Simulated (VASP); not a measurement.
# Re (Im-3m) in VASP: single point with PBEsol

Aim: the single point of Re with PBEsol.

All numbers are computed with VASP 6.6.1; they aren't measurements. Logs are shortened: lines on timing, memory, paths and dates and some standing lists are left out, and cuts for length are marked.

## 1. The cell of the first run

Symmetry: Im-3m, No. 229, cubic system. The conventional cell has a = 3.085 Å, b = 3.085 Å, c = 3.085 Å, α = 90.00°, β = 90.00°, γ = 90.00°. Within 3.5 Å of Re (site symmetry m-3m) lie 14 Re at 2.67 to 3.09 Å.

## 2. Single point, PBEsol

INCAR reads:

```
PREC     = Accurate       # precision mode
ENCUT    = 600            # plane-wave cutoff, eV
EDIFF    = 1E-6           # SCF threshold, eV
ISMEAR   = 0              # smearing method
SIGMA    = 0.1            # smearing width, eV
LREAL    = F              # projectors in reciprocal space
LASPH    = T              # aspherical terms in the spheres
NELM     = 120            # most SCF steps
ALGO     = Normal         # electronic algorithm
ISIF     = 2              # what is computed and relaxed
LWAVE    = F              # write WAVECAR
LCHARG   = F              # write CHGCAR
GGA      = PS             # functional
NBANDS   = 10             # bands
GGA_COMPAT= F
```

KPOINTS reads:

```
regular mesh
0
Gamma
  6 6 6
```

POSCAR reads:

```
Re
1.0
   -1.5426955953      1.5426955953      1.5426955953
    1.5426955953     -1.5426955953      1.5426955953
    1.5426955953      1.5426955953     -1.5426955953
Re
1
Direct
    0.0000000000      0.0000000000      0.0000000000
```

Potentials or basis: VASP PAW PBE potentials, release 64 (Re).

Launch:

```console
$ cat potpaw_PBE.64/Re/POTCAR > POTCAR
$ mpirun -np 1 vasp_std > vasp.out
```

OUTCAR:

```text
PREC = Accurate
   ENCUT = 600
   EDIFF = 1E-6
   ISMEAR = 0
   LREAL = F
   LASPH = T
   NELM = 120
   ISIF = 2
   GGA = PS

 ion  position               nearest neighbor table
   1  0.000  0.000  0.000-

  LATTYP: Found a body centered cubic cell.
 ALAT       =     3.0853911906

  Lattice vectors:

 A1 = (  -1.5426955953,   1.5426955953,   1.5426955953)
 A2 = (   1.5426955953,  -1.5426955953,   1.5426955953)
 A3 = (   1.5426955953,   1.5426955953,  -1.5426955953)

Analysis of symmetry for initial positions (statically):
=====================================================================
 Subroutine PRICEL returns:
 Original cell was already a primitive cell.

 Routine SETGRP: Setting up the symmetry group for a
 body centered cubic supercell.

 Subroutine GETGRP returns: Found 48 space group operations
 (whereof 48 operations were pure point group operations)
 out of a pool of 48 trial point group operations.

The static configuration has the point symmetry O_h .

Analysis of symmetry for dynamics (positions and initial velocities):
=====================================================================
 Subroutine PRICEL returns:
 Original cell was already a primitive cell.

 Routine SETGRP: Setting up the symmetry group for a
 body centered cubic supercell.

 Subroutine GETGRP returns: Found 48 space group operations
 (whereof 48 operations were pure point group operations)
 out of a pool of 48 trial point group operations.

The dynamic configuration has the point symmetry O_h .

 Subroutine INISYM returns: Found 48 space group operations
 (whereof 48 operations are pure point group operations),
 and found     1 'primitive' translations

----------------------------------------------------------------------------------------

                                     Primitive cell

  volume of cell :      14.6859

  direct lattice vectors                    reciprocal lattice vectors
    -1.542695595  1.542695595  1.542695595     0.000000000  0.324108010  0.324108010
     1.542695595 -1.542695595  1.542695595     0.324108010  0.000000000  0.324108010
     1.542695595  1.542695595 -1.542695595     0.324108010  0.324108010  0.000000000

  length of vectors
     2.672027152  2.672027152  2.672027152     0.458357944  0.458357944  0.458357944

  position of ions in fractional coordinates (direct lattice)
     0.000000000  0.000000000  0.000000000

  ion indices of the primitive-cell ions
   primitive index   ion index
                 1           1

----------------------------------------------------------------------------------------

 KPOINTS: regular mesh

Automatic generation of k-mesh.
 Grid dimensions read from file:
 generate k-points for:    6    6    6

 Generating k-lattice:

  Cartesian coordinates                     Fractional coordinates (reciprocal lattice)
     0.000000000  0.054018002  0.054018002     0.166666667  0.000000000  0.000000000
     0.054018002  0.000000000  0.054018002     0.000000000  0.166666667  0.000000000
     0.054018002  0.054018002  0.000000000     0.000000000  0.000000000  0.166666667

  Length of vectors
     0.076392991  0.076392991  0.076392991

  Shift w.r.t. Gamma in fractional coordinates (k-lattice)
     0.000000000  0.000000000  0.000000000

 Subroutine IBZKPT returns following result:
 ===========================================

 Found     16 irreducible k-points:

 Following reciprocal coordinates:
            Coordinates               Weight
  0.000000  0.000000  0.000000      1.000000
  0.166667  0.000000  0.000000     12.000000
  0.333333  0.000000  0.000000     12.000000
  0.500000  0.000000  0.000000      6.000000
  0.166667  0.166667  0.000000     24.000000
  0.333333  0.166667  0.000000     48.000000
[... 8 lines left out ...]
  0.500000  0.500000  0.333333     12.000000
  0.500000  0.500000  0.500000      1.000000
   k-points           NKPTS =     16   k-points in BZ     NKDIM =     16   number of bands    NBANDS=     10
   number of dos      NEDOS =    301   number of ions     NIONS =      1
   total plane-waves  NPLWV =  13824
   dimension x,y,z NGX =    24 NGY =   24 NGZ =   24
   dimension x,y,z NGXF=    48 NGYF=   48 NGZF=   48
   ions per type =               1
   NGX,Y,Z   is equivalent  to a cutoff of  14.93, 14.93, 14.93 a.u.
   NGXF,Y,Z  is equivalent  to a cutoff of  29.86, 29.86, 29.86 a.u.
 SYSTEM =  unknown system
   PREC   = accura    normal or accurate (medium, high low for compatibility)
   ISTART =      0    job   : 0-new  1-cont  2-samecut
   ICHARG =      2    charge: 1-file 2-atom 10-const
   ISPIN  =      1    spin polarized calculation?
   LNONCOLLINEAR =      F non collinear calculations
   LSORBIT =      F    spin-orbit coupling
   LASPH  =      T    aspherical Exc in radial PAW
   ENCUT  =  600.0 eV  44.10 Ry    6.64 a.u.   5.34  5.34  5.34*2*pi/ulx,y,z
   NELM   =    120;   NELMIN=  2; NELMDL= -5     # of ELM steps
   EDIFF  = 0.1E-05   stopping-criterion for ELM
   LREAL  =      F    real-space projection
   EDIFFG = 0.1E-04   stopping-criterion for IOM
   NSW    =      0    number of steps for IOM
   IBRION =     -1    ionic relax: 0-MD 1-quasi-New 2-CG
   NFREE  =      0    steps in history (QN), initial steepest desc. (CG)
   ISIF   =      2    stress and relaxation
   ISYM   =      2    0-nonsym 1-usesym 2-fastsym
   POTIM  = 0.5000    time-step for ionic-motion
   TEBEG  =    0.0;   TEEND  =   0.0 temperature during run
   PSTRESS=    0.0 pullay stress
   NELECT =       7.0000    total number of electrons
   NUPDOWN=      -1.0000    fix difference up-down
   EMIN   =  10.00;   EMAX   =-10.00  energy-range for DOS
   EFERMI =   0.00;   METHOD = LEGACY
   ISMEAR =     0;   SIGMA  =   0.10  broadening in eV -4-tet -1-fermi 0-gaus
   EFERMI_NEDOS =   21; number of points for ismear=-14 and -15
   IALGO  =     38    algorithm
   IMIX   =      4    mixing-type and parameters
     AMIX     =   0.40;   BMIX     =  1.00
     AMIX_MAG =   1.60;   BMIX_MAG =  1.00
  volume/ion in A,a.u.               =      14.69        99.11
  Fermi-wavevector in a.u.,A,eV,Ry     =   1.278814  2.416607 22.250484  1.635364
  Thomas-Fermi vector in A             =   2.411335
   LORBIT       =      0    0 simple, 1 ext, 2 COOP (PROOUT), +10 PAW based schemes
   GGA     = PS    functional components
   LHFCALC =     F    Hartree Fock is set to
   AEXX    =    0.0000 exact exchange contribution
   IVDW    =     0    specifies the selected vdW correction
   LEPSILON=     F    determine dielectric tensor
   LRPA    =     F    only Hartree local field effects (RPA)
 non-spin polarized calculation
 Gauss-broadening in eV      SIGMA  =   0.10
  energy-cutoff  :      600.00
  volume of cell :       14.69
 maximum number of plane-waves:       500
 NGX is ok and might be reduce to    24
   NGX = 11   NGY = 11   NGZ = 11

 number of electron       7.0000000 magnetization

 Free energy of the ion-electron system (eV)
  ---------------------------------------------------
  ext. energy  EPLUGINS =         0.00000000
  ---------------------------------------------------
  free energy    TOTEN  =       -12.94966030 eV

  energy without entropy =      -12.94147830  energy(sigma->0) =      -12.94556930

 E-fermi :   8.8462     XC(G=0): -13.8331

 val. band max:        8.7750104259   @ k =   0.1667   0.0000   0.0000
 cond. band min:       8.8792342134   @ k =  -0.3333   0.5000   0.1667
 fundamental gap:      0.1042237875
 Fermi energy:         8.8461741246

 k-point     1 :       0.0000    0.0000    0.0000
  band No.  band energies     occupation
      1      -2.1604      2.00000
      2       5.9376      2.00000
      3       5.9376      2.00000
      4       5.9377      2.00000
      5       9.4304      0.00000
      6       9.4304      0.00000
      7      24.2689      0.00000
      8      24.2689      0.00000
      9      24.2689      0.00000
     10      36.4598      0.00000

 k-point     2 :       0.1667    0.0000    0.0000
  band No.  band energies     occupation
      1      -0.8879      2.00000
      2       5.2635      2.00000
      3       5.7127      2.00000
      4       7.2352      2.00000
      5       8.7750      1.68578
      6       9.4953      0.00000
      7      24.8645      0.00000
      8      26.1973      0.00000
      9      26.4619      0.00000
     10      31.5617      0.00000

 k-point     3 :       0.3333    0.0000    0.0000
  band No.  band energies     occupation
      1       1.0432      2.00000
      2       4.1391      2.00000
      3       6.1010      2.00000
      4       9.1751      0.00000
      5       9.8694      0.00000
      6      10.6118      0.00000
      7      22.4808      0.00000
      8      22.4857      0.00000
      9      30.0315      0.00000
     10      31.8419      0.00000

 k-point     4 :       0.5000    0.0000    0.0000
  band No.  band energies     occupation
      1       1.0952      2.00000
      2       3.6551      2.00000
      3       8.6526      1.99381
      4       9.3209      0.00000
      5      10.2214      0.00000
      6      13.2258      0.00000
      7      18.7713      0.00000
      8      20.6783      0.00000
      9      25.8560      0.00000
     10      32.6132      0.00000

 k-point     5 :       0.1667    0.1667    0.0000
  band No.  band energies     occupation
      1       1.0625      2.00000
      2       4.6840      2.00000
      3       4.8281      2.00000
      4       8.4408      2.00000
      5       9.9261      0.00000
      6      10.1215      0.00000
      7      23.7382      0.00000
      8      25.5118      0.00000
      9      28.0424      0.00000
     10      28.7397      0.00000

 k-point     6 :       0.3333    0.1667    0.0000
  band No.  band energies     occupation
      1       2.0334      2.00000
      2       3.9774      2.00000
      3       6.0636      2.00000
      4       9.1254      0.00008
      5      10.4135      0.00000
      6      14.1277      0.00000
      7      18.9912      0.00000
      8      22.4159      0.00000
      9      25.3300      0.00000
     10      31.5508      0.00000
[... 79 lines left out ...]
 k-point    13 :      -0.3333    0.5000    0.1667
  band No.  band energies     occupation
      1       3.3733      2.00000
      2       3.4068      2.00000
      3       5.3392      2.00000
      4       8.8792      0.64011
      5      10.7351      0.00000
      6      15.1295      0.00000
      7      19.1794      0.00000
      8      22.2313      0.00000
      9      27.6491      0.00000
     10      29.7008      0.00000

 k-point    14 :      -0.3333    0.3333    0.3333
  band No.  band energies     occupation
      1       2.8876      2.00000
      2       2.9126      2.00000
      3       8.2645      2.00000
      4       8.2645      2.00000
      5      10.2270      0.00000
      6      11.8229      0.00000
      7      23.6118      0.00000
      8      23.6118      0.00000
      9      24.9884      0.00000
     10      30.3574      0.00000

 k-point    15 :       0.5000    0.5000    0.3333
  band No.  band energies     occupation
      1       2.1711      2.00000
      2       2.4904      2.00000
      3       8.6738      1.98525
      4       8.9839      0.05152
      5      12.4996      0.00000
      6      16.1687      0.00000
      7      17.5216      0.00000
      8      20.2746      0.00000
      9      28.0427      0.00000
     10      30.4728      0.00000

 k-point    16 :       0.5000    0.5000    0.5000
  band No.  band energies     occupation
      1       1.4759      2.00000
      2       1.4759      2.00000
      3      12.2744      0.00000
      4      12.2744      0.00000
      5      12.2744      0.00000
      6      16.6768      0.00000
      7      16.6768      0.00000
      8      16.6768      0.00000
      9      24.6316      0.00000
     10      31.8477      0.00000

------------------------ aborting loop because EDIFF is reached ----------------------------------------

  FORCE on cell =-STRESS in cart. coord.  units (eV):
  Direction    XX          YY          ZZ          XY          YZ          ZX
  --------------------------------------------------------------------------------------
  -------------------------------------------------------------------------------------
  Total        0.0889411      0.0889411      0.0889411     -0.0000000      0.0000000     -0.0000000
  in kB        9.7031390      9.7031390      9.7031390     -0.0000000      0.0000000     -0.0000000
  external PRESSURE =       9.7031390 kB  Pullay stress =       0.0000000 kB

 VOLUME and BASIS-vectors are now :
 -----------------------------------------------------------------------------
  energy-cutoff  :      600.00
  volume of cell :       14.69
      direct lattice vectors                 reciprocal lattice vectors
    -1.542695595  1.542695595  1.542695595     0.000000000  0.324108010  0.324108010
     1.542695595 -1.542695595  1.542695595     0.324108010  0.000000000  0.324108010
     1.542695595  1.542695595 -1.542695595     0.324108010  0.324108010  0.000000000

 POSITION                                       TOTAL-FORCE (eV/Angst)
 -----------------------------------------------------------------------------------
      0.00000      0.00000      0.00000         0.000000      0.000000      0.000000
 -----------------------------------------------------------------------------------
    total drift:                                0.000000      0.000000     -0.000000

  FREE ENERGIE OF THE ION-ELECTRON SYSTEM (eV)
  ---------------------------------------------------
  free  energy   TOTEN  =       -12.9496603000 eV

  energy  without entropy=      -12.9414783001  energy(sigma->0) =      -12.94556930
```

Wall time 3.9 s (1 thread of Intel Xeon Platinum 8488C (Sapphire Rapids), shared host); peak memory 0.14 GiB.

What came out:

* Free energy: -12.9497 eV
* Pressure: 1.0 GPa

Levels at points of the mesh, in eV from the Fermi level:
```tsv
k point	band 1	band 2	band 3	band 4	band 5	band 6
(0.00, 0.00, 0.00)	-11.01	-2.91	-2.91	-2.91	0.58	0.58
(0.50, 0.00, 0.00)	-7.75	-5.19	-0.19	0.47	1.38	4.38
(0.50, 0.50, 0.50)	-7.37	-7.37	3.43	3.43	3.43	7.83
```

Caveat: the k points lie up to 0.48 Å⁻¹ apart; the PAW data sets were made with another functional, which shifts forces and pressure a little; spin-orbit coupling is left out, which moves the levels of the heavy elements.
